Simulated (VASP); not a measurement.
# MoS2 (P-3m1) in VASP: further runs

MoS2 is run at these levels: r2SCAN+rVV10; tasks: single point.

All numbers are computed with VASP 6.6.1; they aren't measurements. Logs are shortened: lines on timing, memory, paths and dates and some standing lists are left out, and cuts for length are marked.

## (1) The cell of the first run

The structure is trigonal, space group P-3m1 (No. 164). The conventional cell has a = 3.270 Å, b = 3.270 Å, c = 6.396 Å, α = 90.00°, β = 90.00°, γ = 120.00°. Within 3.2 Å of Mo (site symmetry -3m) lie 6 S at 2.45 Å. Within 3.2 Å of S (site symmetry 3m) lie 3 Mo at 2.45 Å.

## (2) Single point, r2SCAN+rVV10

POSCAR reads:

```
MoS2
1.0
    3.2699360711      0.0000000000      0.0000000000
   -1.6349680355      2.8318477062      0.0000000000
    0.0000000000      0.0000000000      6.3955418068
Mo S
1 2
Direct
    0.0000000000      0.0000000000      0.5000000000
    0.6666666667      0.3333333333      0.7446806800
    0.3333333333      0.6666666667      0.2553193200
```

INCAR.step1 reads:

```
PREC     = Accurate       # precision mode
ENCUT    = 520            # plane-wave cutoff, eV
ISMEAR   = -1             # smearing method
SIGMA    = 0.05           # smearing width, eV
LREAL    = False          # projectors in reciprocal space
LASPH    = True           # aspherical terms in the spheres
NELM     = 60             # most SCF steps
NBANDS   = 20             # bands
GGA      = PE             # functional
ALGO     = Normal         # electronic algorithm
EDIFF    = 1E-4           # SCF threshold, eV
LWAVE    = True           # write WAVECAR
LCHARG   = False          # write CHGCAR
```

INCAR.step2 reads:

```
PREC     = Accurate       # precision mode
ENCUT    = 520            # plane-wave cutoff, eV
EDIFF    = 1E-6           # SCF threshold, eV
ISMEAR   = -1             # smearing method
SIGMA    = 0.05           # smearing width, eV
LREAL    = False          # projectors in reciprocal space
LASPH    = True           # aspherical terms in the spheres
NELM     = 60             # most SCF steps
ALGO     = Normal         # electronic algorithm
ISIF     = 2              # what is computed and relaxed
LWAVE    = False          # write WAVECAR
LCHARG   = True           # write CHGCAR
METAGGA  = R2SCAN         # meta-GGA
LMIXTAU  = True         
LUSE_VDW = True         
IVDW_NL  = 2            
BPARAM   = 11.95        
CPARAM   = 0.0093       
LELF     = True           # ELF
LVHAR    = True         
NBANDS   = 20             # bands
ISTART   = 1
```

KPOINTS reads:

```
Automatic mesh
0
Gamma
  9 9 4
```

Potentials or basis: VASP PAW PBE potentials, release 64 (Mo_sv, S).

Run with:

```
> cat potpaw_PBE.64/Mo_sv/POTCAR potpaw_PBE.64/S/POTCAR > POTCAR
> cp INCAR.step1 INCAR
> mpirun -np 1 vasp_std > vasp.out
> cp INCAR.step2 INCAR
> mpirun -np 1 vasp_std > vasp.out
```

OUTCAR:

```text
PREC = Accurate
   ENCUT = 520
   EDIFF = 1E-6
   ISMEAR = -1
   LREAL = False
   LASPH = True
   NELM = 60
   ISIF = 2
   METAGGA = R2SCAN
   IVDW_NL = 2
   BPARAM = 11.95
   ISTART = 1

 ion  position               nearest neighbor table
   1  0.000  0.000  0.500-   2 2.45   3 2.45   3 2.45   2 2.45   2 2.45   3 2.45
   2  0.667  0.333  0.745-   1 2.45   1 2.45   1 2.45
   3  0.333  0.667  0.255-   1 2.45   1 2.45   1 2.45

  LATTYP: Found a hexagonal cell.
 ALAT       =     3.2699360711
 C/A-ratio  =     1.9558614198

  Lattice vectors:

 A1 = (   3.2699360711,   0.0000000000,   0.0000000000)
 A2 = (  -1.6349680355,   2.8318477062,   0.0000000000)
 A3 = (   0.0000000000,   0.0000000000,   6.3955418068)

Analysis of symmetry for initial positions (statically):
=====================================================================
 Subroutine PRICEL returns:
 Original cell was already a primitive cell.

 Routine SETGRP: Setting up the symmetry group for a
 hexagonal supercell.

 Subroutine GETGRP returns: Found 12 space group operations
 (whereof 12 operations were pure point group operations)
 out of a pool of 24 trial point group operations.

The static configuration has the point symmetry D_3d.

Analysis of symmetry for dynamics (positions and initial velocities):
=====================================================================
 Subroutine PRICEL returns:
 Original cell was already a primitive cell.

 Routine SETGRP: Setting up the symmetry group for a
 hexagonal supercell.

 Subroutine GETGRP returns: Found 12 space group operations
 (whereof 12 operations were pure point group operations)
 out of a pool of 24 trial point group operations.

The dynamic configuration has the point symmetry D_3d.

 Subroutine INISYM returns: Found 12 space group operations
 (whereof 12 operations are pure point group operations),
 and found     1 'primitive' translations

----------------------------------------------------------------------------------------

                                     Primitive cell

  volume of cell :      59.2225

  direct lattice vectors                    reciprocal lattice vectors
     3.269936071  0.000000000  0.000000000     0.305816376  0.176563167  0.000000000
    -1.634968036  2.831847706  0.000000000     0.000000000  0.353126334  0.000000000
     0.000000000  0.000000000  6.395541807     0.000000000  0.000000000  0.156358918

  length of vectors
     3.269936071  3.269936071  6.395541807     0.353126334  0.353126334  0.156358918

  position of ions in fractional coordinates (direct lattice)
     0.000000000  0.000000000  0.500000000
     0.666666667  0.333333333  0.744680680
     0.333333333  0.666666667  0.255319320

  ion indices of the primitive-cell ions
   primitive index   ion index
                 1           1
                 2           2
                 3           3

----------------------------------------------------------------------------------------

 KPOINTS: Automatic mesh

Automatic generation of k-mesh.
 Grid dimensions read from file:
 generate k-points for:    9    9    4

 Generating k-lattice:

  Cartesian coordinates                     Fractional coordinates (reciprocal lattice)
     0.033979597  0.019618130  0.000000000     0.111111111  0.000000000  0.000000000
     0.000000000  0.039236259  0.000000000     0.000000000  0.111111111  0.000000000
     0.000000000  0.000000000  0.039089730     0.000000000  0.000000000  0.250000000

  Length of vectors
     0.039236259  0.039236259  0.039089730

  Shift w.r.t. Gamma in fractional coordinates (k-lattice)
     0.000000000  0.000000000  0.000000000

 Subroutine IBZKPT returns following result:
 ===========================================

 Found     43 irreducible k-points:

 Following reciprocal coordinates:
            Coordinates               Weight
  0.000000  0.000000  0.000000      1.000000
  0.111111  0.000000  0.000000      6.000000
  0.222222  0.000000  0.000000      6.000000
  0.333333 -0.000000  0.000000      6.000000
  0.444444  0.000000  0.000000      6.000000
  0.111111  0.111111  0.000000      6.000000
[... 16 lines left out ...]
  0.222222  0.111111  0.250000     12.000000
 -0.111111  0.333333  0.250000     12.000000
 [... further k-points ...]
   k-points           NKPTS =     43   k-points in BZ     NKDIM =     43   number of bands    NBANDS=     20
   number of dos      NEDOS =    301   number of ions     NIONS =      3
   total plane-waves  NPLWV =  27648
   dimension x,y,z NGX =    24 NGY =   24 NGZ =   48
   dimension x,y,z NGXF=    48 NGYF=   48 NGZF=   96
   ions per type =               1   2
   NGX,Y,Z   is equivalent  to a cutoff of  12.20, 12.20, 12.48 a.u.
   NGXF,Y,Z  is equivalent  to a cutoff of  24.40, 24.40, 24.95 a.u.
 SYSTEM =  unknown system
   PREC   = accura    normal or accurate (medium, high low for compatibility)
   ISTART =      1    job   : 0-new  1-cont  2-samecut
   ICHARG =      0    charge: 1-file 2-atom 10-const
   ISPIN  =      1    spin polarized calculation?
   LNONCOLLINEAR =      F non collinear calculations
   LSORBIT =      F    spin-orbit coupling
   LASPH  =      T    aspherical Exc in radial PAW
   ENCUT  =  520.0 eV  38.22 Ry    6.18 a.u.   6.08  6.08 11.89*2*pi/ulx,y,z
   NELM   =     60;   NELMIN=  2; NELMDL=  0     # of ELM steps
   EDIFF  = 0.1E-05   stopping-criterion for ELM
   LREAL  =      F    real-space projection
   EDIFFG = 0.1E-04   stopping-criterion for IOM
   NSW    =      0    number of steps for IOM
   IBRION =     -1    ionic relax: 0-MD 1-quasi-New 2-CG
   NFREE  =      0    steps in history (QN), initial steepest desc. (CG)
   ISIF   =      2    stress and relaxation
   ISYM   =      2    0-nonsym 1-usesym 2-fastsym
   POTIM  = 0.5000    time-step for ionic-motion
   TEBEG  =    0.0;   TEEND  =   0.0 temperature during run
   PSTRESS=    0.0 pullay stress
   NELECT =      26.0000    total number of electrons
   NUPDOWN=      -1.0000    fix difference up-down
   EMIN   =  10.00;   EMAX   =-10.00  energy-range for DOS
   EFERMI =   0.00;   METHOD = LEGACY
   ISMEAR =    -1;   SIGMA  =   0.05  broadening in eV -4-tet -1-fermi 0-gaus
   EFERMI_NEDOS =   21; number of points for ismear=-14 and -15
   IALGO  =     38    algorithm
   IMIX   =      4    mixing-type and parameters
     AMIX     =   0.40;   BMIX     =  1.00
     AMIX_MAG =   1.60;   BMIX_MAG =  1.00
  volume/ion in A,a.u.               =      19.74       133.22
  Fermi-wavevector in a.u.,A,eV,Ry     =   1.244239  2.351271 21.063594  1.548130
  Thomas-Fermi vector in A             =   2.378514
   LORBIT       =      0    0 simple, 1 ext, 2 COOP (PROOUT), +10 PAW based schemes
   METAGGA = R2SCAN    functional components
   LHFCALC =     F    Hartree Fock is set to
   AEXX    =    0.0000 exact exchange contribution
   IVDW_NL    =     2    kernel type
   BPARAM     =11.9500
   IVDW    =     0    specifies the selected vdW correction
   LEPSILON=     F    determine dielectric tensor
   LRPA    =     F    only Hartree local field effects (RPA)
 non-spin polarized calculation
  energy-cutoff  :      520.00
  volume of cell :       59.22
 maximum number of plane-waves:      1614
   NGX = 13   NGY = 13   NGZ = 23

 number of electron      26.0000002 magnetization

 Free energy of the ion-electron system (eV)
  ---------------------------------------------------
  ext. energy  EPLUGINS =         0.00000000
  ---------------------------------------------------
  free energy    TOTEN  =       -43.61174183 eV

  energy without entropy =      -43.60184993  energy(sigma->0) =      -43.60679588

 E-fermi :   6.3334     XC(G=0): -10.9570

 val. band max:        6.3312107959   @ k =   0.3333   0.2222   0.0000
 cond. band min:       6.4734387359   @ k =   0.0000   0.1111   0.2500
 fundamental gap:      0.1422279400
 Fermi energy:         6.3333845088

 k-point     1 :       0.0000    0.0000    0.0000
  band No.  band energies     occupation
      1     -57.4731      2.00000
      2     -30.7465      2.00000
      3     -30.7465      2.00000
      4     -30.7412      2.00000
      5      -8.9736      2.00000
      6      -7.5796      2.00000
[... 12 lines left out ...]
     19      12.9148      0.00000
     20      16.3708      0.00000

 k-point     2 :       0.1111    0.0000    0.0000
  band No.  band energies     occupation
      1     -57.4698      2.00000
      2     -30.7818      2.00000
      3     -30.7546      2.00000
      4     -30.7341      2.00000
      5      -8.7934      2.00000
      6      -7.5401      2.00000
[... 12 lines left out ...]
     19      13.7593      0.00000
     20      15.9278      0.00000

 k-point     3 :       0.2222    0.0000    0.0000
  band No.  band energies     occupation
      1     -57.4614      2.00000
      2     -30.8701      2.00000
      3     -30.7752      2.00000
      4     -30.7162      2.00000
      5      -8.3035      2.00000
      6      -7.4320      2.00000
[... 12 lines left out ...]
     19      14.4607      0.00000
     20      15.3134      0.00000

 k-point     4 :       0.3333   -0.0000    0.0000
  band No.  band energies     occupation
      1     -57.4518      2.00000
      2     -30.9691      2.00000
      3     -30.7985      2.00000
      4     -30.6958      2.00000
      5      -7.7102      2.00000
      6      -7.2393      2.00000
[... 12 lines left out ...]
     19      13.7871      0.00000
     20      14.5002      0.00000

 k-point     5 :       0.4444    0.0000    0.0000
  band No.  band energies     occupation
      1     -57.4455      2.00000
      2     -31.0329      2.00000
      3     -30.8136      2.00000
      4     -30.6824      2.00000
      5      -7.4446      2.00000
      6      -6.8870      2.00000
[... 12 lines left out ...]
     19      13.3633      0.00000
     20      14.7796      0.00000
[... 353 lines left out ...]
      6      -6.8817      2.00000
[... 12 lines left out ...]
     19      13.1004      0.00000
     20      14.0817      0.00000

 k-point    22 :       0.1111    0.1111    0.2500
  band No.  band energies     occupation
      1     -57.4639      2.00000
      2     -30.8404      2.00000
      3     -30.7723      2.00000
      4     -30.7216      2.00000
      5      -8.3832      2.00000
      6      -7.5691      2.00000
[... 12 lines left out ...]
     19      14.9505      0.00000
     20      15.6523      0.00000

 k-point    23 :       0.2222    0.1111    0.2500
  band No.  band energies     occupation
      1     -57.4549      2.00000
      2     -30.9266      2.00000
      3     -30.8015      2.00000
      4     -30.7024      2.00000
      5      -7.8549      2.00000
      6      -7.3731      2.00000
[... 12 lines left out ...]
     19      14.5123      0.00000
     20      15.4991      0.00000

 k-point    24 :      -0.1111    0.3333    0.2500
  band No.  band energies     occupation
      1     -57.4549      2.00000
      2     -30.9266      2.00000
      3     -30.8015      2.00000
      4     -30.7024      2.00000
      5      -7.8048      2.00000
      6      -7.4347      2.00000
[... 12 lines left out ...]
     19      14.8470      0.00000
     20      15.2394      0.00000

 [... further k-points ...]
[... 5 lines left out ...]
  --------------------------------------------------------------------------------------
  -------------------------------------------------------------------------------------
  Total       -2.1830331     -2.1830331     -2.1371551     -0.0000000      0.0000000     -0.0000000
  in kB      -59.0587709    -59.0587709    -57.8176096     -0.0000000      0.0000000     -0.0000000
  external PRESSURE =     -58.6450505 kB  Pullay stress =       0.0000000 kB

 VOLUME and BASIS-vectors are now :
 -----------------------------------------------------------------------------
  energy-cutoff  :      520.00
  volume of cell :       59.22
      direct lattice vectors                 reciprocal lattice vectors
     3.269936071  0.000000000  0.000000000     0.305816376  0.176563167  0.000000000
    -1.634968036  2.831847706  0.000000000     0.000000000  0.353126334  0.000000000
     0.000000000  0.000000000  6.395541807     0.000000000  0.000000000  0.156358918

 POSITION                                       TOTAL-FORCE (eV/Angst)
 -----------------------------------------------------------------------------------
      0.00000      0.00000      3.19777        -0.000000      0.000000      0.000000
      1.63497      0.94395      4.76264         0.000000      0.000000     -0.451835
     -0.00000      1.88790      1.63291        -0.000000     -0.000000      0.451835
 -----------------------------------------------------------------------------------
    total drift:                                0.000000     -0.000000      0.000000

  FREE ENERGIE OF THE ION-ELECTRON SYSTEM (eV)
  ---------------------------------------------------
  free  energy   TOTEN  =       -43.6117418342 eV

  energy  without entropy=      -43.6018499302  energy(sigma->0) =      -43.60679588
```

Wall time 1.9 min (1 thread of Intel Xeon 6975P-C, shared host); peak memory 0.31 GiB.

What came out:

* Free energy: -43.6117 eV
* Pressure: -5.9 GPa
* Largest force: 0.452 eV/Å
* Band gap on the k mesh: zero (band 13 reaches 7.00 eV, above the bottom of band 14 at 5.82 eV)

Forces on the atoms (eV/Å):
```
Mo   0.000  0.000  0.000
S    0.000  0.000 -0.452
S    0.000  0.000  0.452
```

Stress tensor (GPa, compression positive):
```
-5.91  0.00  0.00
 0.00 -5.91  0.00
 0.00  0.00 -5.78
```

Levels at points of the mesh, in eV from the Fermi level:
```
           k point  band 11  band 12  band 13  band 14  band 15  band 16
(0.00, 0.00, 0.00)    -0.99    -0.93    -0.93    -0.45    -0.45     3.19
(0.00, 0.00, 0.50)    -0.93    -0.93    -0.51    -0.51    -0.09     3.33
```

Caveat: the PAW data sets were made with another functional, which shifts forces and pressure a little.

[end of part 1 of 2]
